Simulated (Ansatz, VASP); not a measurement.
**B2Ru3: VASP beside Ansatz**

```
B Ru
1.0
     4.67428    0.00000    0.00000
     0.00000    4.67428    0.00000
     0.00000    0.00000    3.04454
B Ru
2 3
Direct
  0.50000 0.50000 0.24937
  0.50000 0.50000 0.75063
  0.00000 0.00000 0.00000
  0.00000 0.50000 0.00000
  0.50000 0.00000 0.00000
```

Alike in both runs: functional PBE; k mesh 4 × 4 × 6; occupations gaussian, width 0.1 eV; no spin polarisation.

Ansatz relaxed the structure, and its values are those at the end. VASP's run is a single point on that final structure, the one shown.

|  | VASP | Ansatz |
| --- | --- | --- |
| version | VASP 6.6.1 | Ansatz 0.2.0 |
| potentials or method | VASP PAW PBE potentials, release 64 (B, Ru_pv), cutoff 520 eV | scalar-relativistic, plane waves, PAW |
| valence electrons in the cell | 48 | 54 |

```csv
,VASP,Ansatz,Ansatz less VASP
gap on the k mesh at the Fermi level (eV),none,none,-
pressure (GPa),0.1,0.0,-0.14
rms of the force components (eV/Å),0.007,0.000,-0.0067
```

A gap of «none» marks a metal or a gap that the smearing closes. VASP's potentials hold 48 valence electrons a cell and Ansatz's 54, so a difference there can come from the potentials and not from the codes.
